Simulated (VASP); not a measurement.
# B (R-3m) in VASP: further runs

The runs below take B through single point, relaxation of cell and atoms, with LDA.

Program: VASP 6.6.1. These are calculated values, not measurements. Logs are shortened: lines on timing, memory, paths and dates and some standing lists are left out, and cuts for length are marked.

## (1) The cell of the first run

It takes space group R-3m (No. 166, trigonal). The conventional cell has a = 4.840 Å, b = 4.840 Å, c = 12.395 Å, α = 90.00°, β = 90.00°, γ = 120.00°. B (site symmetry m) has 6 B at 1.66 to 1.78 Å within 2.2 Å. Within 2.3 Å of B (site symmetry m) lie 7 B at 1.76 to 1.98 Å.

## (2) Single point, LDA

File INCAR:

```
SYSTEM = B
ALGO = Normal
EDIFF = 1E-7
ENCUT = 520
ISIF = 2
ISMEAR = 0
LASPH = .True.
LCHARG = .False.
LREAL = .False.
LWAVE = .False.
NBANDS = 30
NELM = 100
PREC = Accurate
SIGMA = 0.05
```

File KPOINTS:

```
k-points
0
Gamma
  8 8 8
  0 0 0
```

File POSCAR:

```
B
1.0
    2.4201756986      1.3972890911      4.1317033163
   -2.4201756986      1.3972890911      4.1317033163
    0.0000000000     -2.7945781822      4.1317033163
B
12
Direct
    0.0104935869      0.6542709656      0.0104935869
    0.0104935869      0.0104935869      0.6542709656
    0.6542709656      0.0104935869      0.0104935869
    0.9895064131      0.3457290344      0.9895064131
    0.9895064131      0.9895064131      0.3457290344
    0.3457290344      0.9895064131      0.9895064131
    0.2215110805      0.6300048947      0.2215110805
    0.2215110805      0.2215110805      0.6300048947
    0.6300048947      0.2215110805      0.2215110805
    0.7784889195      0.3699951053      0.7784889195
    0.7784889195      0.7784889195      0.3699951053
    0.3699951053      0.7784889195      0.7784889195
```

Potentials or basis: VASP PAW LDA potentials, release 64 (B).

Started as:

```sh
cat potpaw_LDA.64/B/POTCAR > POTCAR
mpirun -np 1 vasp_std > vasp.out
```

OUTCAR:

```text
SYSTEM = B
   EDIFF = 1E-7
   ENCUT = 520
   ISIF = 2
   ISMEAR = 0
   LASPH = .True.
   LREAL = .False.
   NELM = 100
   PREC = Accurate

 ion  position               nearest neighbor table
   1  0.010  0.654  0.010-   4 1.66   3 1.72   2 1.72   7 1.77  11 1.78  12 1.78
   2  0.010  0.010  0.654-   5 1.66   3 1.72   1 1.72   8 1.77  10 1.78  12 1.78
   3  0.654  0.010  0.010-   6 1.66   1 1.72   2 1.72   9 1.77  11 1.78  10 1.78
   4  0.990  0.346  0.990-   1 1.66   6 1.72   5 1.72  10 1.77   8 1.78   9 1.78
   5  0.990  0.990  0.346-   2 1.66   4 1.72   6 1.72  11 1.77   9 1.78   7 1.78
   6  0.346  0.990  0.990-   3 1.66   4 1.72   5 1.72  12 1.77   8 1.78   7 1.78
   7  0.222  0.630  0.222-  11 1.76  12 1.76   1 1.77   5 1.78   6 1.78   9 1.98   8 1.98
   8  0.222  0.222  0.630-  10 1.76  12 1.76   2 1.77   4 1.78   6 1.78   7 1.98   9 1.98
   9  0.630  0.222  0.222-  11 1.76  10 1.76   3 1.77   5 1.78   4 1.78   7 1.98   8 1.98
  10  0.778  0.370  0.778-   8 1.76   9 1.76   4 1.77   2 1.78   3 1.78  12 1.98  11 1.98
  11  0.778  0.778  0.370-   7 1.76   9 1.76   5 1.77   3 1.78   1 1.78  10 1.98  12 1.98
  12  0.370  0.778  0.778-   8 1.76   7 1.76   6 1.77   2 1.78   1 1.78  10 1.98  11 1.98

  LATTYP: Found a trigonal (rhomboedric) cell.
 ALAT       =     4.9880496700
 COS(alpha) =     0.5291720368

  Lattice vectors:

 A1 = (   2.4201756986,   1.3972890911,   4.1317033163)
 A2 = (  -2.4201756986,   1.3972890911,   4.1317033163)
 A3 = (   0.0000000000,  -2.7945781822,   4.1317033163)

Analysis of symmetry for initial positions (statically):
=====================================================================
 Subroutine PRICEL returns:
 Original cell was already a primitive cell.

 Routine SETGRP: Setting up the symmetry group for a
 trigonal (rhombohedral) supercell.

 Subroutine GETGRP returns: Found 12 space group operations
 (whereof 12 operations were pure point group operations)
 out of a pool of 12 trial point group operations.

The static configuration has the point symmetry D_3d.

Analysis of symmetry for dynamics (positions and initial velocities):
=====================================================================
 Subroutine PRICEL returns:
 Original cell was already a primitive cell.

 Routine SETGRP: Setting up the symmetry group for a
 trigonal (rhombohedral) supercell.

 Subroutine GETGRP returns: Found 12 space group operations
 (whereof 12 operations were pure point group operations)
 out of a pool of 12 trial point group operations.

The dynamic configuration has the point symmetry D_3d.

 Subroutine INISYM returns: Found 12 space group operations
 (whereof 12 operations are pure point group operations),
 and found     1 'primitive' translations

----------------------------------------------------------------------------------------

                                     Primitive cell

  volume of cell :      83.8327

  direct lattice vectors                    reciprocal lattice vectors
     2.420175699  1.397289091  4.131703316     0.206596571  0.119278586  0.080676977
    -2.420175699  1.397289091  4.131703316    -0.206596571  0.119278586  0.080676977
     0.000000000 -2.794578182  4.131703316     0.000000000 -0.238557171  0.080676977

  length of vectors
     4.988049670  4.988049670  4.988049670     0.251829900  0.251829900  0.251829900

  position of ions in fractional coordinates (direct lattice)
     0.010493587  0.654270966  0.010493587
     0.010493587  0.010493587  0.654270966
     0.654270966  0.010493587  0.010493587
     0.989506413  0.345729034  0.989506413
     0.989506413  0.989506413  0.345729034
     0.345729034  0.989506413  0.989506413
     0.221511081  0.630004895  0.221511081
     0.221511081  0.221511081  0.630004895
     0.630004895  0.221511081  0.221511081
     0.778488919  0.369995105  0.778488919
     0.778488919  0.778488919  0.369995105
     0.369995105  0.778488919  0.778488919

  ion indices of the primitive-cell ions
   primitive index   ion index
                 1           1
                 2           2
                 3           3
                 4           4
                 5           5
                 6           6
                 7           7
                 8           8
                 9           9
                10          10
                11          11
                12          12

----------------------------------------------------------------------------------------

 KPOINTS: k-points

Automatic generation of k-mesh.
 Grid dimensions read from file:
 generate k-points for:    8    8    8

 Generating k-lattice:

  Cartesian coordinates                     Fractional coordinates (reciprocal lattice)
     0.025824571  0.014909823  0.010084622     0.125000000 -0.000000000  0.000000000
    -0.025824571  0.014909823  0.010084622    -0.000000000  0.125000000  0.000000000
     0.000000000 -0.029819646  0.010084622     0.000000000  0.000000000  0.125000000

  Length of vectors
     0.031478738  0.031478738  0.031478738

  Shift w.r.t. Gamma in fractional coordinates (k-lattice)
     0.000000000  0.000000000  0.000000000

 Subroutine IBZKPT returns following result:
 ===========================================

 Found     65 irreducible k-points:

 Following reciprocal coordinates:
            Coordinates               Weight
  0.000000  0.000000  0.000000      1.000000
  0.125000 -0.000000  0.000000      6.000000
  0.250000 -0.000000  0.000000      6.000000
  0.375000 -0.000000 -0.000000      6.000000
  0.500000 -0.000000  0.000000      3.000000
  0.125000  0.125000  0.000000      6.000000
[... 16 lines left out ...]
  0.250000  0.125000  0.125000      6.000000
  0.375000  0.125000  0.125000      6.000000
 [... further k-points ...]
   k-points           NKPTS =     65   k-points in BZ     NKDIM =     65   number of bands    NBANDS=     30
   number of dos      NEDOS =    301   number of ions     NIONS =     12
   total plane-waves  NPLWV =  64000
   dimension x,y,z NGX =    40 NGY =   40 NGZ =   40
   dimension x,y,z NGXF=    80 NGYF=   80 NGZF=   80
   ions per type =              12
   NGX,Y,Z   is equivalent  to a cutoff of  13.33, 13.33, 13.33 a.u.
   NGXF,Y,Z  is equivalent  to a cutoff of  26.66, 26.66, 26.66 a.u.
 SYSTEM =  B
   PREC   = accura    normal or accurate (medium, high low for compatibility)
   ISTART =      0    job   : 0-new  1-cont  2-samecut
   ICHARG =      2    charge: 1-file 2-atom 10-const
   ISPIN  =      1    spin polarized calculation?
   LNONCOLLINEAR =      F non collinear calculations
   LSORBIT =      F    spin-orbit coupling
   LASPH  =      T    aspherical Exc in radial PAW
   ENCUT  =  520.0 eV  38.22 Ry    6.18 a.u.   9.27  9.27  9.27*2*pi/ulx,y,z
   NELM   =    100;   NELMIN=  2; NELMDL= -5     # of ELM steps
   EDIFF  = 0.1E-06   stopping-criterion for ELM
   LREAL  =      F    real-space projection
   EDIFFG = 0.1E-05   stopping-criterion for IOM
   NSW    =      0    number of steps for IOM
   IBRION =     -1    ionic relax: 0-MD 1-quasi-New 2-CG
   NFREE  =      0    steps in history (QN), initial steepest desc. (CG)
   ISIF   =      2    stress and relaxation
   ISYM   =      2    0-nonsym 1-usesym 2-fastsym
   POTIM  = 0.5000    time-step for ionic-motion
   TEBEG  =    0.0;   TEEND  =   0.0 temperature during run
   PSTRESS=    0.0 pullay stress
   NELECT =      36.0000    total number of electrons
   NUPDOWN=      -1.0000    fix difference up-down
   EMIN   =  10.00;   EMAX   =-10.00  energy-range for DOS
   EFERMI =   0.00;   METHOD = LEGACY
   ISMEAR =     0;   SIGMA  =   0.05  broadening in eV -4-tet -1-fermi 0-gaus
   EFERMI_NEDOS =   21; number of points for ismear=-14 and -15
   IALGO  =     38    algorithm
   IMIX   =      4    mixing-type and parameters
     AMIX     =   0.40;   BMIX     =  1.00
     AMIX_MAG =   1.60;   BMIX_MAG =  1.00
  volume/ion in A,a.u.               =       6.99        47.14
  Fermi-wavevector in a.u.,A,eV,Ry     =   1.235107  2.334013 20.755532  1.525489
  Thomas-Fermi vector in A             =   2.369770
   LORBIT       =      0    0 simple, 1 ext, 2 COOP (PROOUT), +10 PAW based schemes
   GGA     = CA    functional components
   LHFCALC =     F    Hartree Fock is set to
   AEXX    =    0.0000 exact exchange contribution
   IVDW    =     0    specifies the selected vdW correction
   LEPSILON=     F    determine dielectric tensor
   LRPA    =     F    only Hartree local field effects (RPA)
 non-spin polarized calculation
 Gauss-broadening in eV      SIGMA  =   0.05
  energy-cutoff  :      520.00
  volume of cell :       83.83
 maximum number of plane-waves:      2275
 NGX is ok and might be reduce to    40
   NGX = 19   NGY = 19   NGZ = 19

 number of electron      36.0000000 magnetization

 Free energy of the ion-electron system (eV)
  ---------------------------------------------------
  ext. energy  EPLUGINS =         0.00000000
  ---------------------------------------------------
  free energy    TOTEN  =       -89.60981382 eV

  energy without entropy =      -89.60981382  energy(sigma->0) =      -89.60981382

 E-fermi :   6.5497     XC(G=0): -11.8384

 val. band max:        6.3413327561   @ k =   0.5000   0.5000   0.5000
 cond. band min:       7.7102312487   @ k =   0.0000   0.0000   0.0000
 fundamental gap:      1.3688984925
 Fermi energy:         6.5496569445

 k-point     1 :       0.0000    0.0000    0.0000
  band No.  band energies     occupation
      1     -10.0000      2.00000
      2      -4.1337      2.00000
      3      -3.8774      2.00000
      4      -3.8774      2.00000
      5      -2.9844      2.00000
      6      -2.2567      2.00000
[... 22 lines left out ...]
     29      16.2843      0.00000
     30      16.7253      0.00000

 k-point     2 :       0.1250   -0.0000    0.0000
  band No.  band energies     occupation
      1      -9.9108      2.00000
      2      -4.7147      2.00000
      3      -4.1795      2.00000
      4      -4.0412      2.00000
      5      -2.7005      2.00000
      6      -2.1208      2.00000
[... 718 lines left out ...]
 k-point    24 :       0.3750    0.1250    0.1250
  band No.  band energies     occupation
      1      -9.5266      2.00000
      2      -5.9813      2.00000
      3      -4.8904      2.00000
      4      -4.2771      2.00000
      5      -2.9871      2.00000
      6      -1.7668      2.00000
[... 22 lines left out ...]
     29      15.7592      0.00000
     30      15.8499      0.00000

 [... further k-points ...]
[... 5 lines left out ...]
  --------------------------------------------------------------------------------------
  -------------------------------------------------------------------------------------
  Total        0.2131280      0.2131280      0.1241424      0.0000000      0.0000000      0.0000000
  in kB        4.0732161      4.0732161      2.3725602      0.0000000      0.0000000      0.0000000
  external PRESSURE =       3.5063308 kB  Pullay stress =       0.0000000 kB

 VOLUME and BASIS-vectors are now :
 -----------------------------------------------------------------------------
  energy-cutoff  :      520.00
  volume of cell :       83.83
      direct lattice vectors                 reciprocal lattice vectors
     2.420175699  1.397289091  4.131703316     0.206596571  0.119278586  0.080676977
    -2.420175699  1.397289091  4.131703316    -0.206596571  0.119278586  0.080676977
     0.000000000 -2.794578182  4.131703316     0.000000000 -0.238557171  0.080676977

 POSITION                                       TOTAL-FORCE (eV/Angst)
 -----------------------------------------------------------------------------------
     -1.55805      0.89954      2.78997         0.008697     -0.005021     -0.009132
      0.00000     -1.79909      2.78997        -0.000000      0.010042     -0.009132
      1.55805      0.89954      2.78997        -0.008697     -0.005021     -0.009132
      1.55805     -0.89954      9.60514        -0.008697      0.005021      0.009132
      0.00000      1.79909      9.60514        -0.000000     -0.010042      0.009132
     -1.55805     -0.89954      9.60514         0.008697      0.005021      0.009132
     -0.98863      0.57078      4.43343         0.012830     -0.007407     -0.002217
      0.00000     -1.14157      4.43343        -0.000000      0.014815     -0.002217
      0.98863      0.57078      4.43343        -0.012830     -0.007407     -0.002217
      0.98863     -0.57078      7.96168        -0.012830      0.007407      0.002217
      0.00000      1.14157      7.96168        -0.000000     -0.014815      0.002217
     -0.98863     -0.57078      7.96168         0.012830      0.007407      0.002217
 -----------------------------------------------------------------------------------
    total drift:                               -0.000000     -0.000000      0.000000

  FREE ENERGIE OF THE ION-ELECTRON SYSTEM (eV)
  ---------------------------------------------------
  free  energy   TOTEN  =       -89.6098138184 eV

  energy  without entropy=      -89.6098138184  energy(sigma->0) =      -89.60981382
```

It took 1.8 min on 1 thread of AMD EPYC 9R45 (Zen 5), shared host; peak memory 0.22 GiB.

What came out:

* Free energy: -89.6098 eV
* Pressure: 0.4 GPa
* Largest force: 0.015 eV/Å
* Band gap on the k mesh: 1.37 eV, indirect (least direct gap 1.71 eV)

Forces on the atoms (eV/Å):
```
B    0.009 -0.005 -0.009
B    0.000  0.010 -0.009
B   -0.009 -0.005 -0.009
B   -0.009  0.005  0.009
B    0.000 -0.010  0.009
B    0.009  0.005  0.009
B    0.013 -0.007 -0.002
B    0.000  0.015 -0.002
B   -0.013 -0.007 -0.002
B   -0.013  0.007  0.002
B    0.000 -0.015  0.002
B    0.013  0.007  0.002
```

Stress tensor (GPa, compression positive):
```
0.41 0.00 0.00
0.00 0.41 0.00
0.00 0.00 0.24
```

A k mesh can miss the band edges. As with any semilocal functional, this LDA gap is likely too small.

## (3) Relaxation of cell and atoms, LDA

This run uses another cell than the first one, of 7.28 Å³/atom, 1.042 times its volume.

File INCAR:

```
SYSTEM = B
ALGO = Normal
EDIFF = 1E-6
EDIFFG = -0.01
ENCUT = 600
IBRION = 2
ISIF = 3
ISMEAR = 0
LASPH = .TRUE.
LCHARG = .FALSE.
LREAL = .FALSE.
LWAVE = .FALSE.
NELM = 100
NSW = 80
PREC = Accurate
SIGMA = 0.05
```

File KPOINTS:

```
k-points
0
G
  8 8 8
  0 0 0
```

File POSCAR:

```
B
1.0
    2.4540000000      1.4168175606      4.1885300000
   -2.4540000000      1.4168175606      4.1885300000
    0.0000000000     -2.8336351212      4.1885300000
B
12
Direct
    0.0104000000      0.6572900000      0.0104000000
    0.0104000000      0.0104000000      0.6572900000
    0.6572900000      0.0104000000      0.0104000000
    0.9896000000      0.3427100000      0.9896000000
    0.9896000000      0.9896000000      0.3427100000
    0.3427100000      0.9896000000      0.9896000000
    0.2206000000      0.6323000000      0.2206000000
    0.2206000000      0.2206000000      0.6323000000
    0.6323000000      0.2206000000      0.2206000000
    0.7794000000      0.3677000000      0.7794000000
    0.7794000000      0.7794000000      0.3677000000
    0.3677000000      0.7794000000      0.7794000000
```

Potentials or basis: VASP PAW LDA potentials, release 64 (B).

Started as:

```sh
cat potpaw_LDA.64/B/POTCAR > POTCAR
mpirun -np 1 vasp_std > vasp.out
```

It took 6.4 min on 1 thread of AMD EPYC 9R45 (Zen 5), shared host; peak memory 0.24 GiB.

Results (log left out):

* Free energy: -89.6225 eV
* Relaxed volume: 6.99 Å³/atom
* Relaxed cell: a = 4.989 Å, b = 4.989 Å, c = 4.989 Å, α = 58.07°, β = 58.07°, γ = 58.07°
* Space group after relaxing (to 0.05 Å): R-3m (No. 166)
* Energy gained by relaxing: 10.3 meV/atom
* Ionic steps: 8
* Pressure after relaxing: 0.0 GPa
* Largest force after relaxing: 0.006 eV/Å
* Band gap on the k mesh: 1.37 eV, indirect (least direct gap 1.72 eV)

Forces on the atoms (eV/Å):
```
B    0.001  0.000 -0.006
B    0.000  0.001 -0.006
B   -0.001  0.000 -0.006
B   -0.001  0.000  0.006
B    0.000 -0.001  0.006
B    0.001  0.000  0.006
B   -0.001  0.000 -0.001
B    0.000 -0.001 -0.001
B    0.001  0.000 -0.001
B    0.001  0.000  0.001
B    0.000  0.001  0.001
B   -0.001  0.000  0.001
```

Stress tensor (GPa, compression positive):
```
-0.03  0.00  0.00
 0.00 -0.03  0.00
 0.00  0.00  0.09
```

The path:
| step | energy change (eV) | largest force (eV/Å) | pressure (GPa) | volume (Å³) |
| --- | --- | --- | --- | --- |
| 1 | 0.0000 | 0.6550 | -8.29 | 87.38 |
| 2 | -0.0452 | 0.9616 | 4.57 | 82.70 |
| 3 | -0.1121 | 0.2198 | -1.33 | 84.66 |
| 4 | -0.1198 | 0.2189 | 0.94 | 83.68 |
| 5 | -0.1219 | 0.0901 | 0.20 | 83.99 |
| 6 | -0.1228 | 0.0567 | -0.18 | 83.95 |
| 7 | -0.1231 | 0.0310 | -0.05 | 83.96 |
| 8 | -0.1233 | 0.0064 | 0.01 | 83.94 |

Final structure:
```cif
data_structure
_symmetry_space_group_name_H-M 'P 1'
_symmetry_Int_Tables_number 1
_cell_length_a 4.9893
_cell_length_b 4.9893
_cell_length_c 4.9893
_cell_angle_alpha 58.070
_cell_angle_beta 58.070
_cell_angle_gamma 58.070
_cell_volume 83.94
loop_
_atom_site_label
_atom_site_type_symbol
_atom_site_fract_x
_atom_site_fract_y
_atom_site_fract_z
_atom_site_occupancy
B1 B 0.01049 0.65427 0.01049 1
B2 B 0.01049 0.01049 0.65427 1
B3 B 0.65427 0.01049 0.01049 1
B4 B 0.98951 0.34573 0.98951 1
B5 B 0.98951 0.98951 0.34573 1
B6 B 0.34573 0.98951 0.98951 1
B7 B 0.22152 0.62995 0.22152 1
B8 B 0.22152 0.22152 0.62995 1
B9 B 0.62995 0.22152 0.22152 1
B10 B 0.77848 0.37005 0.77848 1
B11 B 0.77848 0.77848 0.37005 1
B12 B 0.37005 0.77848 0.77848 1
```

Levels at points of the mesh, in eV from the valence-band top:
| k point | band 16 | band 17 | band 18 | band 19 | band 20 | band 21 |
| --- | --- | --- | --- | --- | --- | --- |
| (0.00, 0.00, 0.00) | -0.79 | -0.79 | -0.37 | 1.37 | 4.66 | 4.66 |
| (0.50, 0.00, 0.00) | -1.94 | -1.75 | -0.52 | 1.95 | 3.38 | 3.65 |
| (0.50, 0.50, 0.00) | -2.57 | -2.17 | -1.89 | 1.50 | 2.69 | 2.98 |
| (0.50, 0.50, 0.50) | -1.95 | -1.95 | 0.00 | 2.61 | 2.83 | 2.83 |

A k mesh can miss the band edges.

(Part 1 of 2 ends here.)
